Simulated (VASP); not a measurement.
# AlNi (P4/mmm) in VASP: further runs, part 2 of 2

VASP 6.6.1. The steps go on from the part before.

## Step 5: Single point, PBE

This run uses another cell than the first one, of 12.75 Å³/atom.

File INCAR:

```
  ALGO = Fast
  EDIFF = 1E-6
  ENCUT = 520
  GGA = PE
  ISIF = 2
  ISMEAR = 0
  LASPH = True
  LCHARG = False
  LREAL = False
  LWAVE = False
  NBANDS = 14
  NELM = 60
  PREC = Accurate
  SIGMA = 0.15
```

File KPOINTS:

```
k-points
0
Gamma
  16 16 16
```

File POSCAR:

```
AlNi
1.0
    2.0426321469     -2.0425983450      0.0000000000
    2.0426321469      2.0425983450      0.0000000000
    0.0000000000      0.0000000000      3.0551000000
Al Ni
1 1
Direct
    0.0000000000      0.0000000000      0.0000000000
    0.5000000000      0.5000000000      0.5000000000
```

Potentials or basis: VASP PAW PBE potentials, release 64 (Al, Ni).

Run with:

```
> cat potpaw_PBE.64/Al/POTCAR potpaw_PBE.64/Ni/POTCAR > POTCAR
> mpirun -np 1 vasp_std > vasp.out
```

OUTCAR:

```text
EDIFF = 1E-6
   ENCUT = 520
   GGA = PE
   ISIF = 2
   ISMEAR = 0
   LASPH = True
   LREAL = False
   NELM = 60
   PREC = Accurate

 ion  position               nearest neighbor table
   1  0.000  0.000  0.000-   2 2.55   2 2.55   2 2.55   2 2.55   2 2.55   2 2.55   2 2.55   2 2.55

   2  0.500  0.500  0.500-   1 2.55   1 2.55   1 2.55   1 2.55   1 2.55   1 2.55   1 2.55   1 2.55

  LATTYP: Found a base centered orthorhombic cell.
 ALAT       =     4.0851966900
 B/A-ratio  =     1.0000165485
 C/A-ratio  =     0.7478464886

  Lattice vectors:

 A1 = (  -2.0426321469,  -2.0425983450,   0.0000000000)
 A2 = (   2.0426321469,  -2.0425983450,   0.0000000000)
 A3 = (   0.0000000000,   0.0000000000,   3.0551000000)

Analysis of symmetry for initial positions (statically):
=====================================================================
 Subroutine PRICEL returns:
 Original cell was already a primitive cell.

 Routine SETGRP: Setting up the symmetry group for a
 base centered orthorhombic supercell.

 Subroutine GETGRP returns: Found  8 space group operations
 (whereof  8 operations were pure point group operations)
 out of a pool of  8 trial point group operations.

The static configuration has the point symmetry D_2h.

Analysis of symmetry for dynamics (positions and initial velocities):
=====================================================================
 Subroutine PRICEL returns:
 Original cell was already a primitive cell.

 Routine SETGRP: Setting up the symmetry group for a
 base centered orthorhombic supercell.

 Subroutine GETGRP returns: Found  8 space group operations
 (whereof  8 operations were pure point group operations)
 out of a pool of  8 trial point group operations.

The dynamic configuration has the point symmetry D_2h.

 Subroutine INISYM returns: Found  8 space group operations
 (whereof  8 operations are pure point group operations),
 and found     1 'primitive' translations

----------------------------------------------------------------------------------------

                                     Primitive cell

  volume of cell :      25.4934

  direct lattice vectors                    reciprocal lattice vectors
     2.042632147 -2.042598345  0.000000000     0.244782205 -0.244786255  0.000000000
     2.042632147  2.042598345  0.000000000     0.244782205  0.244786255  0.000000000
     0.000000000  0.000000000  3.055100000     0.000000000  0.000000000  0.327321528

  length of vectors
     2.888694184  2.888694184  3.055100000     0.346177178  0.346177178  0.327321528

  position of ions in fractional coordinates (direct lattice)
     0.000000000  0.000000000  0.000000000
     0.500000000  0.500000000  0.500000000

  ion indices of the primitive-cell ions
   primitive index   ion index
                 1           1
                 2           2

----------------------------------------------------------------------------------------

 KPOINTS: k-points

Automatic generation of k-mesh.
 Grid dimensions read from file:
 generate k-points for:   16   16   16

[... 21 lines left out ...]
  0.062500 -0.000000  0.000000      4.000000
  0.125000 -0.000000  0.000000      4.000000
  0.187500 -0.000000  0.000000      4.000000
  0.250000 -0.000000  0.000000      4.000000
  0.312500 -0.000000  0.000000      4.000000
[... 16 lines left out ...]
 -0.125000  0.062500  0.000000      4.000000
 -0.062500  0.062500  0.000000      2.000000
 [... further k-points ...]
   k-points           NKPTS =    657   k-points in BZ     NKDIM =    657   number of bands    NBANDS=     14
   number of dos      NEDOS =    301   number of ions     NIONS =      2
   total plane-waves  NPLWV =  13824
   dimension x,y,z NGX =    24 NGY =   24 NGZ =   24
   dimension x,y,z NGXF=    48 NGYF=   48 NGZF=   48
   ions per type =               1   1
   NGX,Y,Z   is equivalent  to a cutoff of  13.81, 13.81, 13.06 a.u.
   NGXF,Y,Z  is equivalent  to a cutoff of  27.62, 27.62, 26.12 a.u.
 SYSTEM =  unknown system
   PREC   = accura    normal or accurate (medium, high low for compatibility)
   ISTART =      0    job   : 0-new  1-cont  2-samecut
   ICHARG =      2    charge: 1-file 2-atom 10-const
   ISPIN  =      1    spin polarized calculation?
   LNONCOLLINEAR =      F non collinear calculations
   LSORBIT =      F    spin-orbit coupling
   LASPH  =      T    aspherical Exc in radial PAW
   ENCUT  =  520.0 eV  38.22 Ry    6.18 a.u.   5.37  5.37  5.68*2*pi/ulx,y,z
   NELM   =     60;   NELMIN=  2; NELMDL= -5     # of ELM steps
   EDIFF  = 0.1E-05   stopping-criterion for ELM
   LREAL  =      F    real-space projection
   EDIFFG = 0.1E-04   stopping-criterion for IOM
   NSW    =      0    number of steps for IOM
   IBRION =     -1    ionic relax: 0-MD 1-quasi-New 2-CG
   NFREE  =      0    steps in history (QN), initial steepest desc. (CG)
   ISIF   =      2    stress and relaxation
   ISYM   =      2    0-nonsym 1-usesym 2-fastsym
   POTIM  = 0.5000    time-step for ionic-motion
   TEBEG  =    0.0;   TEEND  =   0.0 temperature during run
   PSTRESS=    0.0 pullay stress
   NELECT =      13.0000    total number of electrons
   NUPDOWN=      -1.0000    fix difference up-down
   EMIN   =  10.00;   EMAX   =-10.00  energy-range for DOS
   EFERMI =   0.00;   METHOD = LEGACY
   ISMEAR =     0;   SIGMA  =   0.15  broadening in eV -4-tet -1-fermi 0-gaus
   EFERMI_NEDOS =   21; number of points for ismear=-14 and -15
   IALGO  =     68    algorithm
   IMIX   =      4    mixing-type and parameters
     AMIX     =   0.40;   BMIX     =  1.00
     AMIX_MAG =   1.60;   BMIX_MAG =  1.00
  volume/ion in A,a.u.               =      12.75        86.02
  Fermi-wavevector in a.u.,A,eV,Ry     =   1.307916  2.471602 23.274718  1.710644
  Thomas-Fermi vector in A             =   2.438618
   LORBIT       =      0    0 simple, 1 ext, 2 COOP (PROOUT), +10 PAW based schemes
   GGA     = PE    functional components
   LHFCALC =     F    Hartree Fock is set to
   AEXX    =    0.0000 exact exchange contribution
   IVDW    =     0    specifies the selected vdW correction
   LEPSILON=     F    determine dielectric tensor
   LRPA    =     F    only Hartree local field effects (RPA)
 non-spin polarized calculation
 RMM-DIIS sequential band-by-band and
 Gauss-broadening in eV      SIGMA  =   0.15
  energy-cutoff  :      520.00
  volume of cell :       25.49
 maximum number of plane-waves:       700
 NGX is ok and might be reduce to    24
   NGX = 11   NGY = 11   NGZ = 11

 number of electron      13.0000013 magnetization

 Free energy of the ion-electron system (eV)
  ---------------------------------------------------
  ext. energy  EPLUGINS =         0.00000000
  ---------------------------------------------------
  free energy    TOTEN  =       -10.50409350 eV

  energy without entropy =      -10.49370736  energy(sigma->0) =      -10.49890043

 E-fermi :   9.2041     XC(G=0): -11.7443

 val. band max:        9.1987999726   @ k =   0.3750   0.1875   0.1250
 cond. band min:       9.2121160978   @ k =  -0.4375   0.2500   0.4375
 fundamental gap:      0.0133161252
 Fermi energy:         9.2040792647

 k-point     1 :       0.0000    0.0000    0.0000
  band No.  band energies     occupation
      1      -1.4774      2.00000
      2       6.2399      2.00000
      3       6.2938      2.00000
      4       7.7521      2.00000
      5       7.7521      2.00000
      6       7.8855      2.00000
      7      13.2196      0.00000
      8      15.0861      0.00000
      9      15.0862      0.00000
     10      16.7454      0.00000
     11      17.3460      0.00000
     12      21.9941      0.00000
     13      29.0309      0.00000
     14      29.0326      0.00000
[... 377 lines left out ...]
      1      -1.3348      2.00000
      2       6.2674      2.00000
      3       6.3004      2.00000
      4       7.7050      2.00000
      5       7.7305      2.00000
      6       7.8276      2.00000
      7      13.4209      0.00000
      8      14.1269      0.00000
      9      14.5122      0.00000
     10      17.0279      0.00000
     11      18.5402      0.00000
     12      22.6038      0.00000
     13      28.0590      0.00000
     14      28.1074      0.00000

 [... further k-points ...]
[... 5 lines left out ...]
  --------------------------------------------------------------------------------------
  -------------------------------------------------------------------------------------
  Total       -1.0056561     -1.0051665     -1.4812382      0.0000000      0.0000000      0.0000000
  in kB      -63.2021016    -63.1713281    -93.0908350      0.0000000      0.0000000      0.0000000
  external PRESSURE =     -73.1547549 kB  Pullay stress =       0.0000000 kB

 VOLUME and BASIS-vectors are now :
 -----------------------------------------------------------------------------
  energy-cutoff  :      520.00
  volume of cell :       25.49
      direct lattice vectors                 reciprocal lattice vectors
     2.042632147 -2.042598345  0.000000000     0.244782205 -0.244786255  0.000000000
     2.042632147  2.042598345  0.000000000     0.244782205  0.244786255  0.000000000
     0.000000000  0.000000000  3.055100000     0.000000000  0.000000000  0.327321528

 POSITION                                       TOTAL-FORCE (eV/Angst)
 -----------------------------------------------------------------------------------
      0.00000      0.00000      0.00000        -0.000000      0.000000      0.000000
      2.04263      0.00000      1.52755         0.000000     -0.000000      0.000000
 -----------------------------------------------------------------------------------
    total drift:                                0.000000     -0.000000     -0.000000

  FREE ENERGIE OF THE ION-ELECTRON SYSTEM (eV)
  ---------------------------------------------------
  free  energy   TOTEN  =       -10.5040934966 eV

  energy  without entropy=      -10.4937073591  energy(sigma->0) =      -10.49890043
```

stdout:

```text
POSCAR found type information on POSCAR AlNi
 POSCAR found :  2 types and       2 ions
 scaLAPACK will be used
 LDA part: xc-table for (Slater+PW92), standard interpolation
 POSCAR, INCAR and KPOINTS ok, starting setup
 FFT: planning ... GRIDC
 FFT: planning ... GRID_SOFT
 FFT: planning ... GRID
 WAVECAR not read
 entering main loop
WARNING in EDDRMM: call to ZHEGV failed, returncode =   6  3     14
WARNING in EDDRMM: call to ZHEGV failed, returncode =   8  4     14
```

Wall time 92 s (1 thread of Intel Xeon Platinum 8488C (Sapphire Rapids), shared host); peak memory 0.34 GiB.

Results:

```
Free energy            : -10.5041 eV
Pressure               : -7.3 GPa
Band gap on the k mesh : zero (an odd number of electrons rules out a gap without spin polarisation)
```

Levels at points of the mesh, in eV from the Fermi level:
| k point | band 5 | band 6 | band 7 | band 8 | band 9 | band 10 |
| --- | --- | --- | --- | --- | --- | --- |
| (0.00, 0.00, 0.00) | -1.45 | -1.32 | 4.02 | 5.88 | 5.88 | 7.54 |
| (0.50, 0.00, 0.00) | -1.96 | -1.36 | -0.48 | 8.10 | 8.63 | 9.46 |
| (0.50, 0.50, 0.00) | -2.03 | -2.03 | -0.85 | 1.70 | 2.47 | 10.78 |
| (0.00, 0.00, 0.50) | -1.97 | -1.26 | -0.86 | 8.21 | 10.19 | 10.19 |
| (0.50, 0.00, 0.50) | -1.84 | -1.80 | -0.99 | 1.25 | 2.02 | 12.04 |
| (0.50, 0.50, 0.50) | -0.83 | 2.00 | 2.11 | 2.11 | 3.16 | 3.98 |

Caveat: the cell stands under tension.

## Step 6: Single point, PBE

This run uses another cell than the first one, of 12.84 Å³/atom.

File INCAR:

```
SYSTEM = AlNi
ALGO     = Fast           ! electronic algorithm
EDIFF    = 1E-6           ! SCF threshold, eV
ENCUT    = 520            ! plane-wave cutoff, eV
GGA      = PE             ! functional
ISIF     = 2              ! what is computed and relaxed
ISMEAR   = 0              ! smearing method
LASPH    = .TRUE.         ! aspherical terms in the spheres
LCHARG   = .FALSE.        ! write CHGCAR
LREAL    = .FALSE.        ! projectors in reciprocal space
LWAVE    = .FALSE.        ! write WAVECAR
NBANDS   = 14             ! bands
NELM     = 80             ! most SCF steps
PREC     = Accurate       ! precision mode
SIGMA    = 0.15           ! smearing width, eV
```

File KPOINTS:

```
k-points
0
G
  16 16 16
  0 0 0
```

File POSCAR:

```
AlNi
1.0
    2.0766483773     -2.0766140125      0.0000000000
    2.0766483773      2.0766140125      0.0000000000
    0.0000000000      0.0000000000      2.9778000000
Al Ni
1 1
Direct
    0.0000000000      0.0000000000      0.0000000000
    0.5000000000      0.5000000000      0.5000000000
```

Potentials or basis: VASP PAW PBE potentials, release 64 (Al, Ni).

Run with:

```
> cat potpaw_PBE.64/Al/POTCAR potpaw_PBE.64/Ni/POTCAR > POTCAR
> mpirun -np 1 vasp_std > vasp.out
```

It took 1.7 min on 1 thread of Intel Xeon Platinum 8488C (Sapphire Rapids), shared host; peak memory 0.34 GiB.

The run converged. Its results:

```
Free energy            : -10.5036 eV
Pressure               : -8.4 GPa
Band gap on the k mesh : zero (an odd number of electrons rules out a gap without spin polarisation)
```

Stress tensor (GPa, compression positive):
```
-8.13  0.00  0.00
 0.00 -8.13  0.00
 0.00  0.00 -8.93
```

Levels at points of the mesh, in eV from the Fermi level:
| k point | band 3 | band 4 | band 5 | band 6 | band 7 | band 8 | band 9 | band 10 | band 11 | band 12 |
| --- | --- | --- | --- | --- | --- | --- | --- | --- | --- | --- |
| (0.00, 0.00, 0.00) | -2.90 | -1.41 | -1.41 | -1.38 | 4.89 | 5.36 | 5.36 | 7.83 | 7.95 | 12.51 |
| (0.50, 0.00, 0.00) | -2.47 | -2.09 | -2.02 | -1.33 | -0.58 | 8.18 | 9.39 | 9.84 | 9.98 | 10.37 |
| (0.50, 0.50, 0.00) | -2.64 | -2.64 | -1.91 | -1.91 | -0.91 | 1.44 | 2.21 | 11.29 | 14.39 | 14.39 |
| (0.00, 0.00, 0.50) | -2.49 | -2.02 | -2.02 | -1.31 | -0.67 | 8.18 | 9.78 | 9.78 | 10.23 | 10.23 |
| (0.50, 0.00, 0.50) | -2.76 | -2.69 | -1.86 | -1.85 | -0.94 | 1.32 | 2.10 | 11.60 | 14.61 | 14.76 |
| (0.50, 0.50, 0.50) | -3.75 | -0.92 | -0.88 | 2.04 | 2.07 | 2.07 | 3.07 | 4.09 | 4.09 | 4.24 |

Caveat: the cell stands under tension. Spin polarisation is off, so any magnetic state and its effect on volume and gap are missing.

## Step 7: The runs side by side

| cell | gap on the mesh (eV) | pressure (GPa) |
| --- | --- | --- |
| a = 2.889, b = 2.889, c = 2.978 Å, 2 atoms | none | -4.0 |
| a = 2.937, b = 2.937, c = 2.900 Å, 2 atoms | none | -4.9 |
| a = 2.985, b = 2.985, c = 2.823 Å, 2 atoms | none | -5.5 |
| a = 2.889, b = 2.889, c = 3.055 Å, 2 atoms | none | -7.3 |
| a = 2.937, b = 2.937, c = 2.978 Å, 2 atoms | none | -8.4 |

Alike in all rows: task single point; level PBE; potentials or basis VASP PAW PBE potentials, release 64 (Al, Ni); no spin polarisation; k mesh 16 × 16 × 16; cutoff (eV) 520; smearing gaussian 0.15 eV.

Caveats: the cell stands under tension.

Total energies depend on the potentials used, so only differences within one code and one set of settings carry meaning.

The gap in the log of VASP goes by the Fermi energy; the results here count the filled bands.